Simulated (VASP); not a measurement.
A run of VASP 6.6.1 is set up as follows.

The input INCAR:

```
SYSTEM = Pb2S3
PREC     = Accurate       ! precision mode
ENCUT    = 520            ! plane-wave cutoff, eV
EDIFF    = 1E-6           ! SCF threshold, eV
ISMEAR   = -1             ! smearing method
SIGMA    = 0.03           ! smearing width, eV
LREAL    = .False.        ! projectors in reciprocal space
LASPH    = .True.         ! aspherical terms in the spheres
NELM     = 100            ! most SCF steps
ALGO     = Normal         ! electronic algorithm
ISIF     = 2              ! what is computed and relaxed
LWAVE    = .False.        ! write WAVECAR
LCHARG   = .False.        ! write CHGCAR
GGA      = PS             ! functional
NBANDS   = 31             ! bands
```

The input KPOINTS:

```
regular mesh
0
Gamma
  4 4 4
  0 0 0
```

File POSCAR:

```
Pb2S3
1.0
    5.0930996250      0.0000000000      0.0000000000
    0.0000000000      5.0930996250      0.0000000000
    0.0000000000      0.0000000000      5.0930996250
Pb S
2 3
Direct
    0.0000000000      0.0000000000      0.0000000000
    0.5000000000      0.5000000000      0.5000000000
    0.5000000000      0.5000000000      0.0000000000
    0.5000000000      0.0000000000      0.5000000000
    0.0000000000      0.5000000000      0.5000000000
```

Potentials or basis: VASP PAW PBE potentials, release 64 (Pb_d, S).

Launch:

```sh
$ cat potpaw_PBE.64/Pb_d/POTCAR potpaw_PBE.64/S/POTCAR > POTCAR
$ mpirun -np 1 vasp_std > vasp.out
```

**Question.** Estimate the pressure.

**Answer.** -0.1 GPa.

**Question.** Predict the band gap on the k mesh.

**Answer.** Zero (band 23 reaches 4.44 eV, above the bottom of band 24 at 3.35 eV).

Caveat: the PAW data sets were made with another functional, which shifts forces and pressure a little; spin-orbit coupling is left out, which moves the levels of the heavy elements.
